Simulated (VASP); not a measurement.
# TiC (Fm-3m) in VASP: further runs

Aim: see how the results for TiC move with the level of theory and the settings. Levels: PBE+D3(BJ), RPBE+D4, BLYP. Tasks: single point.

Program: VASP 6.6.1. These are calculated values, not measurements. Logs are shortened: lines on timing, memory, paths and dates and some standing lists are left out, and cuts for length are marked.

**1. The cell of the first run**

It takes space group Fm-3m (No. 225, cubic). The conventional cell has a = 4.273 Å, b = 4.273 Å, c = 4.273 Å, α = 90.00°, β = 90.00°, γ = 90.00°. Within 2.8 Å of Ti (site symmetry m-3m) lie 6 C at 2.14 Å. Within 2.8 Å of C (site symmetry m-3m) lie 6 Ti at 2.14 Å.

**2. Single point, PBE+D3(BJ)**

INCAR reads:

```
SYSTEM = TiC
ALGO = Normal
EDIFF = 1E-7
ENCUT = 520
GGA = PE
ISIF = 2
ISMEAR = -1
IVDW = 12
LASPH = .True.
LCHARG = .True.
LELF = .True.
LREAL = .False.
LVHAR = .True.
LWAVE = .False.
NBANDS = 15
NELM = 80
PREC = Accurate
SIGMA = 0.05
```

KPOINTS reads:

```
k-points
0
Gamma
  11 11 11
  0 0 0
```

POSCAR reads:

```
TiC
1.0
    0.0000000000      2.1364487848      2.1364487848
    2.1364487848      0.0000000000      2.1364487848
    2.1364487848      2.1364487848      0.0000000000
Ti C
1 1
Direct
    0.0000000000      0.0000000000      0.0000000000
    0.5000000000      0.5000000000      0.5000000000
```

Potentials or basis: VASP PAW PBE potentials, release 64 (Ti_sv, C).

Started as:

```console
$ cat potpaw_PBE.64/Ti_sv/POTCAR potpaw_PBE.64/C/POTCAR > POTCAR
$ mpirun -np 1 vasp_std > vasp.out
```

OUTCAR:

```text
SYSTEM = TiC
   EDIFF = 1E-7
   ENCUT = 520
   GGA = PE
   ISIF = 2
   ISMEAR = -1
   IVDW = 12
   LASPH = .True.
   LREAL = .False.
   NELM = 80
   PREC = Accurate
 IVDW          = 12

 ion  position               nearest neighbor table
   1  0.000  0.000  0.000-   2 2.14   2 2.14   2 2.14   2 2.14   2 2.14   2 2.14
   2  0.500  0.500  0.500-   1 2.14   1 2.14   1 2.14   1 2.14   1 2.14   1 2.14

  LATTYP: Found a face centered cubic cell.
 ALAT       =     4.2728975696

  Lattice vectors:

 A1 = (   0.0000000000,   2.1364487848,   2.1364487848)
 A2 = (   2.1364487848,   0.0000000000,   2.1364487848)
 A3 = (   2.1364487848,   2.1364487848,   0.0000000000)

Analysis of symmetry for initial positions (statically):
=====================================================================
 Subroutine PRICEL returns:
 Original cell was already a primitive cell.

 Routine SETGRP: Setting up the symmetry group for a
 face centered cubic supercell.

 Subroutine GETGRP returns: Found 48 space group operations
[... 9 lines left out ...]

 Routine SETGRP: Setting up the symmetry group for a
 face centered cubic supercell.

 Subroutine GETGRP returns: Found 48 space group operations
[... 11 lines left out ...]
                                     Primitive cell

  volume of cell :      19.5033

  direct lattice vectors                    reciprocal lattice vectors
     0.000000000  2.136448785  2.136448785    -0.234033225  0.234033225  0.234033225
     2.136448785  0.000000000  2.136448785     0.234033225 -0.234033225  0.234033225
     2.136448785  2.136448785  0.000000000     0.234033225  0.234033225 -0.234033225

  length of vectors
     3.021394847  3.021394847  3.021394847     0.405357437  0.405357437  0.405357437

  position of ions in fractional coordinates (direct lattice)
[... 8 lines left out ...]
----------------------------------------------------------------------------------------

 KPOINTS: k-points

Automatic generation of k-mesh.
 Grid dimensions read from file:
 generate k-points for:   11   11   11

 Generating k-lattice:

  Cartesian coordinates                     Fractional coordinates (reciprocal lattice)
    -0.021275748  0.021275748  0.021275748     0.090909091  0.000000000  0.000000000
     0.021275748 -0.021275748  0.021275748     0.000000000  0.090909091  0.000000000
     0.021275748  0.021275748 -0.021275748     0.000000000  0.000000000  0.090909091

  Length of vectors
     0.036850676  0.036850676  0.036850676

  Shift w.r.t. Gamma in fractional coordinates (k-lattice)
[... 58 lines left out ...]
   ISIF   =      2    stress and relaxation
   ISYM   =      2    0-nonsym 1-usesym 2-fastsym
   POTIM  = 0.5000    time-step for ionic-motion
   TEBEG  =    0.0;   TEEND  =   0.0 temperature during run
   PSTRESS=    0.0 pullay stress
   NELECT =      16.0000    total number of electrons
   NUPDOWN=      -1.0000    fix difference up-down
   EMIN   =  10.00;   EMAX   =-10.00  energy-range for DOS
   EFERMI =   0.00;   METHOD = LEGACY
   ISMEAR =    -1;   SIGMA  =   0.05  broadening in eV -4-tet -1-fermi 0-gaus
   EFERMI_NEDOS =   21; number of points for ismear=-14 and -15
   IALGO  =     38    algorithm
   IMIX   =      4    mixing-type and parameters
     AMIX     =   0.40;   BMIX     =  1.00
     AMIX_MAG =   1.60;   BMIX_MAG =  1.00
  volume/ion in A,a.u.               =       9.75        65.81
  Fermi-wavevector in a.u.,A,eV,Ry     =   1.532542  2.896084 31.955793  2.348684
  Thomas-Fermi vector in A             =   2.639733
   LORBIT       =      0    0 simple, 1 ext, 2 COOP (PROOUT), +10 PAW based schemes
   GGA     = PE    functional components
   LHFCALC =     F    Hartree Fock is set to
   AEXX    =    0.0000 exact exchange contribution
   IVDW    =    12    specifies the selected vdW correction
   LEPSILON=     F    determine dielectric tensor
   LRPA    =     F    only Hartree local field effects (RPA)
 non-spin polarized calculation
  energy-cutoff  :      520.00
  volume of cell :       19.50
 maximum number of plane-waves:       537
   NGX = 11   NGY = 11   NGZ = 11

 number of electron      16.0000004 magnetization

 Free energy of the ion-electron system (eV)
  ---------------------------------------------------
  ext. energy  EPLUGINS =         0.00000000
  ---------------------------------------------------
  free energy    TOTEN  =       -18.68009903 eV

  energy without entropy =      -18.67769301  energy(sigma->0) =      -18.67889602

 E-fermi :   9.9675     XC(G=0): -12.9110

 val. band max:        9.8593742649   @ k =   0.4545   0.4545   0.0000
 cond. band min:      10.0501715718   @ k =   0.0909   0.0000   0.0000
 fundamental gap:      0.1907973069
 Fermi energy:         9.9675429508

 k-point     1 :       0.0000    0.0000    0.0000
  band No.  band energies     occupation
      1     -46.5733      2.00000
      2     -22.5741      2.00000
      3     -22.5741      2.00000
      4     -22.5741      2.00000
      5      -2.6879      2.00000
      6      10.6057      0.00001
      7      10.6057      0.00001
      8      10.6057      0.00001
      9      11.6300      0.00000
     10      11.6300      0.00000
     11      11.6300      0.00000
     12      11.6990      0.00000
     13      11.6990      0.00000
     14      20.9928      0.00000
[... 401 lines left out ...]
      2     -22.8905      2.00000
      3     -22.6981      2.00000
      4     -22.5962      2.00000
      5      -0.8821      2.00000
      6       6.5502      2.00000
      7       7.6335      2.00000
      8       7.8855      2.00000
      9      11.5107      0.00000
     10      12.6963      0.00000
     11      13.6272      0.00000
     12      14.5127      0.00000
     13      17.4937      0.00000
     14      22.1416      0.00000
     15      23.7401      0.00000

 [... further k-points ...]

------------------------ aborting loop because EDIFF is reached ----------------------------------------

 Edisp (eV)   -0.92943

 E8    (eV) :    -0.3994

  FORCE on cell =-STRESS in cart. coord.  units (eV):
  Direction    XX          YY          ZZ          XY          YZ          ZX
  --------------------------------------------------------------------------------------
  -------------------------------------------------------------------------------------
  Total       0.44594     0.44594     0.44594     0.00000     0.00000     0.00000
  in kB      36.63367    36.63367    36.63367     0.00000     0.00000     0.00000
  external pressure =       36.63 kB  Pullay stress =        0.00 kB

 VOLUME and BASIS-vectors are now :
 -----------------------------------------------------------------------------
  energy-cutoff  :      520.00
  volume of cell :       19.50
      direct lattice vectors                 reciprocal lattice vectors
     0.000000000  2.136448785  2.136448785    -0.234033225  0.234033225  0.234033225
     2.136448785  0.000000000  2.136448785     0.234033225 -0.234033225  0.234033225
     2.136448785  2.136448785  0.000000000     0.234033225  0.234033225 -0.234033225

 POSITION                                       TOTAL-FORCE (eV/Angst)
 -----------------------------------------------------------------------------------
      0.00000      0.00000      0.00000         0.000000     -0.000000      0.000000
      2.13645      2.13645      2.13645        -0.000000      0.000000     -0.000000
 -----------------------------------------------------------------------------------
    total drift:                                0.000000     -0.000000     -0.000000

  FREE ENERGIE OF THE ION-ELECTRON SYSTEM (eV)
  ---------------------------------------------------
  free  energy   TOTEN  =       -19.6095339002 eV

  energy  without entropy=      -19.6071278843  energy(sigma->0) =      -19.60833089
```

Run time: 15 s. Hardware: 1 thread of AMD EPYC 7R13 (Zen 3), shared host; peak memory 0.13 GiB.

Results:

| Quantity | Value |
| --- | --- |
| Free energy | -19.6095 eV |
| Pressure | 3.7 GPa |
| Band gap on the k mesh | zero (band 8 reaches 10.61 eV, above the bottom of band 9 at 9.48 eV) |
| Dispersion energy per atom | -0.465 eV |

Caveat: pairwise dispersion overbinds metals, which lowers pressure and volume.

**3. Single point, PBE+D3(BJ)**

This run uses another cell than the first one, of 9.95 Å³/atom, 1.021 times its volume.

INCAR reads:

```
PREC = Accurate
ENCUT = 520
EDIFF = 1E-7
ISMEAR = -1
SIGMA = 0.05
LREAL = False
LASPH = True
NELM = 100
ALGO = Normal
ISIF = 2
LWAVE = False
LCHARG = False
GGA = PE
IVDW = 12
NBANDS = 15
```

KPOINTS reads:

```
Automatic mesh
0
Gamma
  11 11 11
```

POSCAR reads:

```
TiC
1.0
    0.0000000000      2.1511833799      2.1511833799
    2.1511833799      0.0000000000      2.1511833799
    2.1511833799      2.1511833799      0.0000000000
Ti C
1 1
Direct
    0.0000000000      0.0000000000      0.0000000000
    0.5000000000      0.5000000000      0.5000000000
```

Potentials or basis: VASP PAW PBE potentials, release 64 (Ti_sv, C).

Started as:

```console
$ cat potpaw_PBE.64/Ti_sv/POTCAR potpaw_PBE.64/C/POTCAR > POTCAR
$ mpirun -np 1 vasp_std > vasp.out
```

OUTCAR:

```text
PREC = Accurate
   ENCUT = 520
   EDIFF = 1E-7
   ISMEAR = -1
   LREAL = False
   LASPH = True
   NELM = 100
   ISIF = 2
   GGA = PE
   IVDW = 12
 IVDW          = 12

 ion  position               nearest neighbor table
   1  0.000  0.000  0.000-   2 2.15   2 2.15   2 2.15   2 2.15   2 2.15   2 2.15
   2  0.500  0.500  0.500-   1 2.15   1 2.15   1 2.15   1 2.15   1 2.15   1 2.15

  LATTYP: Found a face centered cubic cell.
 ALAT       =     4.3023667598

  Lattice vectors:

 A1 = (   0.0000000000,   2.1511833799,   2.1511833799)
 A2 = (   2.1511833799,   0.0000000000,   2.1511833799)
 A3 = (   2.1511833799,   2.1511833799,   0.0000000000)

Analysis of symmetry for initial positions (statically):
=====================================================================
 Subroutine PRICEL returns:
 Original cell was already a primitive cell.

 Routine SETGRP: Setting up the symmetry group for a
 face centered cubic supercell.

 Subroutine GETGRP returns: Found 48 space group operations
[... 9 lines left out ...]

 Routine SETGRP: Setting up the symmetry group for a
 face centered cubic supercell.

 Subroutine GETGRP returns: Found 48 space group operations
[... 11 lines left out ...]
                                     Primitive cell

  volume of cell :      19.9096

  direct lattice vectors                    reciprocal lattice vectors
     0.000000000  2.151183380  2.151183380    -0.232430208  0.232430208  0.232430208
     2.151183380  0.000000000  2.151183380     0.232430208 -0.232430208  0.232430208
     2.151183380  2.151183380  0.000000000     0.232430208  0.232430208 -0.232430208

  length of vectors
     3.042232711  3.042232711  3.042232711     0.402580929  0.402580929  0.402580929

  position of ions in fractional coordinates (direct lattice)
[... 8 lines left out ...]
----------------------------------------------------------------------------------------

 KPOINTS: Automatic mesh

Automatic generation of k-mesh.
 Grid dimensions read from file:
 generate k-points for:   11   11   11

 Generating k-lattice:

  Cartesian coordinates                     Fractional coordinates (reciprocal lattice)
    -0.021130019  0.021130019  0.021130019     0.090909091  0.000000000  0.000000000
     0.021130019 -0.021130019  0.021130019     0.000000000  0.090909091  0.000000000
     0.021130019  0.021130019 -0.021130019     0.000000000  0.000000000  0.090909091

  Length of vectors
     0.036598266  0.036598266  0.036598266

  Shift w.r.t. Gamma in fractional coordinates (k-lattice)
     0.000000000  0.000000000  0.000000000

 Subroutine IBZKPT returns following result:
 ===========================================

 Found     56 irreducible k-points:

 Following reciprocal coordinates:
            Coordinates               Weight
  0.000000  0.000000  0.000000      1.000000
  0.090909  0.000000  0.000000      8.000000
  0.181818  0.000000  0.000000      8.000000
  0.272727  0.000000  0.000000      8.000000
  0.363636  0.000000  0.000000      8.000000
  0.454545  0.000000  0.000000      8.000000
[... 16 lines left out ...]
 -0.272727  0.181818  0.000000     24.000000
 -0.181818  0.181818  0.000000     12.000000
 [... further k-points ...]
   k-points           NKPTS =     56   k-points in BZ     NKDIM =     56   number of bands    NBANDS=     15
   number of dos      NEDOS =    301   number of ions     NIONS =      2
   total plane-waves  NPLWV =  13824
   dimension x,y,z NGX =    24 NGY =   24 NGZ =   24
   dimension x,y,z NGXF=    48 NGYF=   48 NGZF=   48
   ions per type =               1   1
   NGX,Y,Z   is equivalent  to a cutoff of  13.12, 13.12, 13.12 a.u.
   NGXF,Y,Z  is equivalent  to a cutoff of  26.23, 26.23, 26.23 a.u.
 SYSTEM =  unknown system
   PREC   = accura    normal or accurate (medium, high low for compatibility)
   ISTART =      0    job   : 0-new  1-cont  2-samecut
   ICHARG =      2    charge: 1-file 2-atom 10-const
   ISPIN  =      1    spin polarized calculation?
   LNONCOLLINEAR =      F non collinear calculations
   LSORBIT =      F    spin-orbit coupling
   LASPH  =      T    aspherical Exc in radial PAW
   ENCUT  =  520.0 eV  38.22 Ry    6.18 a.u.   5.66  5.66  5.66*2*pi/ulx,y,z
   NELM   =    100;   NELMIN=  2; NELMDL= -5     # of ELM steps
   EDIFF  = 0.1E-06   stopping-criterion for ELM
   LREAL  =      F    real-space projection
   EDIFFG = 0.1E-05   stopping-criterion for IOM
   NSW    =      0    number of steps for IOM
   IBRION =     -1    ionic relax: 0-MD 1-quasi-New 2-CG
   NFREE  =      0    steps in history (QN), initial steepest desc. (CG)
   ISIF   =      2    stress and relaxation
   ISYM   =      2    0-nonsym 1-usesym 2-fastsym
   POTIM  = 0.5000    time-step for ionic-motion
   TEBEG  =    0.0;   TEEND  =   0.0 temperature during run
   PSTRESS=    0.0 pullay stress
   NELECT =      16.0000    total number of electrons
   NUPDOWN=      -1.0000    fix difference up-down
   EMIN   =  10.00;   EMAX   =-10.00  energy-range for DOS
   EFERMI =   0.00;   METHOD = LEGACY
   ISMEAR =    -1;   SIGMA  =   0.05  broadening in eV -4-tet -1-fermi 0-gaus
   EFERMI_NEDOS =   21; number of points for ismear=-14 and -15
   IALGO  =     38    algorithm
   IMIX   =      4    mixing-type and parameters
     AMIX     =   0.40;   BMIX     =  1.00
     AMIX_MAG =   1.60;   BMIX_MAG =  1.00
  volume/ion in A,a.u.               =       9.95        67.18
  Fermi-wavevector in a.u.,A,eV,Ry     =   1.522045  2.876247 31.519527  2.316620
  Thomas-Fermi vector in A             =   2.630677
   LORBIT       =      0    0 simple, 1 ext, 2 COOP (PROOUT), +10 PAW based schemes
   GGA     = PE    functional components
   LHFCALC =     F    Hartree Fock is set to
   AEXX    =    0.0000 exact exchange contribution
   IVDW    =    12    specifies the selected vdW correction
   LEPSILON=     F    determine dielectric tensor
   LRPA    =     F    only Hartree local field effects (RPA)
 non-spin polarized calculation
  energy-cutoff  :      520.00
  volume of cell :       19.91
 maximum number of plane-waves:       550
   NGX = 11   NGY = 11   NGZ = 11

 number of electron      16.0000003 magnetization

 Free energy of the ion-electron system (eV)
  ---------------------------------------------------
  ext. energy  EPLUGINS =         0.00000000
  ---------------------------------------------------
  free energy    TOTEN  =       -18.70227477 eV

  energy without entropy =      -18.69990039  energy(sigma->0) =      -18.70108758

 E-fermi :   9.7167     XC(G=0): -12.8031

 val. band max:        9.5946483348   @ k =   0.4545   0.4545   0.0000
 cond. band min:       9.8044805414   @ k =   0.0909   0.0000   0.0000
 fundamental gap:      0.2098322067
 Fermi energy:         9.7167413290

 k-point     1 :       0.0000    0.0000    0.0000
  band No.  band energies     occupation
      1     -46.8811      2.00000
      2     -22.8941      2.00000
      3     -22.8941      2.00000
      4     -22.8941      2.00000
      5      -2.8397      2.00000
      6      10.3510      0.00001
      7      10.3510      0.00001
      8      10.3510      0.00001
      9      11.3553      0.00000
     10      11.3553      0.00000
     11      11.3553      0.00000
     12      11.4063      0.00000
     13      11.4063      0.00000
     14      20.4339      0.00000
     15      23.7649      0.00000
[... 397 lines left out ...]
 k-point    24 :      -0.1818    0.1818    0.0000
  band No.  band energies     occupation
      1     -46.8282      2.00000
      2     -23.1871      2.00000
      3     -23.0092      2.00000
      4     -22.9150      2.00000
      5      -1.0780      2.00000
      6       6.3555      2.00000
      7       7.4377      2.00000
      8       7.6793      2.00000
      9      11.2294      0.00000
     10      12.3732      0.00000
     11      13.2987      0.00000
     12      14.1343      0.00000
     13      17.0694      0.00000
     14      21.6608      0.00000
     15      23.3118      0.00000

 [... further k-points ...]

------------------------ aborting loop because EDIFF is reached ----------------------------------------

 Edisp (eV)   -0.90973

 E8    (eV) :    -0.3908

  FORCE on cell =-STRESS in cart. coord.  units (eV):
  Direction    XX          YY          ZZ          XY          YZ          ZX
  --------------------------------------------------------------------------------------
  -------------------------------------------------------------------------------------
  Total      -0.22715    -0.22715    -0.22715    -0.00000     0.00000    -0.00000
  in kB     -18.27917   -18.27917   -18.27917    -0.00000     0.00000    -0.00000
  external pressure =      -18.28 kB  Pullay stress =        0.00 kB

 VOLUME and BASIS-vectors are now :
 -----------------------------------------------------------------------------
  energy-cutoff  :      520.00
  volume of cell :       19.91
      direct lattice vectors                 reciprocal lattice vectors
     0.000000000  2.151183380  2.151183380    -0.232430208  0.232430208  0.232430208
     2.151183380  0.000000000  2.151183380     0.232430208 -0.232430208  0.232430208
     2.151183380  2.151183380  0.000000000     0.232430208  0.232430208 -0.232430208

 POSITION                                       TOTAL-FORCE (eV/Angst)
 -----------------------------------------------------------------------------------
      0.00000      0.00000      0.00000        -0.000000      0.000000     -0.000000
      2.15118      2.15118      2.15118         0.000000     -0.000000      0.000000
 -----------------------------------------------------------------------------------
    total drift:                                0.000000     -0.000000     -0.000000

  FREE ENERGIE OF THE ION-ELECTRON SYSTEM (eV)
  ---------------------------------------------------
  free  energy   TOTEN  =       -19.6120034839 eV

  energy  without entropy=      -19.6096291025  energy(sigma->0) =      -19.61081629
```

stdout:

```text
POSCAR found type information on POSCAR TiC
 POSCAR found :  2 types and       2 ions
 scaLAPACK will be used
 LDA part: xc-table for (Slater+PW92), standard interpolation
 POSCAR, INCAR and KPOINTS ok, starting setup
 FFT: planning ... GRIDC
 FFT: planning ... GRID_SOFT
 FFT: planning ... GRID
 WAVECAR not read
 entering main loop
```

Run time: 15 s. Hardware: 1 thread of AMD EPYC 7R13 (Zen 3), shared host; peak memory 0.13 GiB.

What came out:

```
Free energy                : -19.6120 eV
Pressure                   : -1.8 GPa
Band gap on the k mesh     : zero (band 8 reaches 10.35 eV, above the bottom of band 9 at 9.24 eV)
Dispersion energy per atom : -0.455 eV
```

Caveat: pairwise dispersion overbinds metals, which lowers pressure and volume.

(Continued in part 2 of 2.)
